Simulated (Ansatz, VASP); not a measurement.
# One calculation of C, two programs

```xyz
2
Lattice="0.0000 1.7368 1.9128 1.7368 0.0000 1.9128 1.7368 1.7368 0.0000" Properties=species:S:1:pos:R:3 pbc="T T T"
C     1.7368    1.7368    1.9128
C     2.6052    2.6052    2.8692
```

Alike in both runs: task single point; functional LDA; k mesh 12 × 12 × 12; occupations gaussian, width 0.05 eV; no spin polarisation.

|  | VASP | Ansatz |
| --- | --- | --- |
| version | VASP 6.6.1 | Ansatz 0.2.0 |
| potentials or method | VASP PAW LDA potentials, release 64 (C_h), cutoff 1300 eV | scalar-relativistic, plane waves, PAW |
| valence electrons in the cell | 8 | 8 |

```tsv
	VASP	Ansatz	Ansatz less VASP
gap on the k mesh at the Fermi level (eV)	2.89	2.90	+0.006
least direct gap on the mesh (eV)	4.66	4.66	-0.001
pressure (GPa)	-18.9	-19.8	-0.88
traceless stress, the component that is largest in VASP (GPa)	-63.95	-63.98	-0.030
```

Ansatz warns that its potentials were made for another functional, while VASP's fit it. LDA's correlation is that of Perdew and Zunger in VASP and of Perdew and Wang (1992) in Ansatz.
